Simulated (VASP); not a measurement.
Set up this calculation in VASP 6.6.1, as the native input.

| Quantity | Value |
| --- | --- |
| Task | single point |
| Functional | PBE |
| Potentials or basis | VASP PAW PBE potentials, release 64 (Zn, O) |
| Cutoff | 520 eV |
| k mesh | 12 × 12 × 4 |
| Occupations | gaussian, width 0.1 eV |
| Spin | no spin polarisation |
| Dipole correction | no |
| Further INCAR settings | ALGO = Normal; EDIFF = 1e-06; NBANDS = 49 |

The structure of Zn5O3 lies in POSCAR:

```
Zn5O3
1.0
    3.2053041874      0.0000000000      0.0000000000
   -1.6026520937      2.7758748531      0.0000000000
    0.0000000000      0.0000000000     12.1938395812
Zn O
5 3
Direct
    0.0000000000      0.0000000000      0.4337827698
    0.3333333333      0.6666666667      0.6619705083
    0.3333333333      0.6666666667      0.2114561358
    0.0000000000      0.0000000000      0.9894365541
    0.6666666667      0.3333333333      0.8359323178
    0.3333333333      0.6666666667      0.3725646473
    0.0000000000      0.0000000000      0.5949554359
    0.0000000000      0.0000000000      0.1509016310
```

The input as run:

INCAR

```
SYSTEM = Zn5O3
  PREC = Accurate
  ENCUT = 520
  EDIFF = 1E-6
  ISMEAR = 0
  SIGMA = 0.1
  LREAL = .FALSE.
  LASPH = .TRUE.
  NELM = 60
  ALGO = Normal
  ISIF = 2
  LWAVE = .FALSE.
  LCHARG = .FALSE.
  GGA = PE
  NBANDS = 49
```

KPOINTS

```
regular mesh
0
G
  12 12 4
  0 0 0
```

Potentials or basis: VASP PAW PBE potentials, release 64 (Zn, O).

Command:

```console
$ cat potpaw_PBE.64/Zn/POTCAR potpaw_PBE.64/O/POTCAR > POTCAR
$ mpirun -np 1 vasp_std > vasp.out
```

It gave:

| Property | Result |
| --- | --- |
| Pressure | 0.7 GPa |
| Largest force | 0.057 eV/Å |
| Band gap on the k mesh | zero (bands 39 and 40 overlap by 0.61 eV) |

Caveat: semilocal functionals underestimate gaps, and a narrow one can read as zero.

Wall time 3.9 min on 1 thread of AMD EPYC 9R45 96-Core Processor (Zen 5), with other jobs on the host, peak memory 0.37 GiB.
